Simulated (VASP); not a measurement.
Here is a VASP 6.6.1 calculation.

The input POSCAR:

```
NaH
1.0
    0.0747913266      2.5969210614      2.5969210614
    2.5969210614      0.0747913266      2.5969210614
    2.6717123880      2.6717123880      0.0000000000
Na H
1 1
Direct
    0.0055743944      0.0055743944     -0.0055743944
    0.2444256056      0.2444256056      0.2555743944
```

File INCAR.step1:

```
PREC = Accurate ; ENCUT = 520
ISMEAR = 0 ; SIGMA = 0.01
LREAL = F ; LASPH = T
NELM = 60 ; NBANDS = 11
GGA = PE ; ALGO = Normal
EDIFF = 1E-4 ; LWAVE = T
LCHARG = F
```

The input INCAR.step2:

```
PREC = Accurate ; ENCUT = 520
EDIFF = 1E-6 ; ISMEAR = 0
SIGMA = 0.01 ; LREAL = F
LASPH = T ; NELM = 60
ALGO = Normal ; ISIF = 2
LWAVE = F ; LCHARG = F
METAGGA = R2SCAN ; LMIXTAU = T
NBANDS = 11 ; ISTART = 1
```

KPOINTS

```
Automatic mesh
0
Gamma
  8 8 8
```

Potentials or basis: VASP PAW PBE potentials, release 64 (Na_pv, H).

Launch:

```console
$ cat potpaw_PBE.64/Na_pv/POTCAR potpaw_PBE.64/H/POTCAR > POTCAR
$ cp INCAR.step1 INCAR
$ mpirun -np 1 vasp_std > vasp.out
$ cp INCAR.step2 INCAR
$ mpirun -np 1 vasp_std > vasp.out
```

(1) Predict the pressure.

(2) Predict the band gap on the k mesh.

## Answers

(1) -0.2 GPa.

(2) 3.91 eV (least direct gap 4.70 eV).

Caveat: the cell differs from its parent crystal (shear xy strain +5.8%); the PAW data sets were made with another functional, which shifts forces and pressure a little.
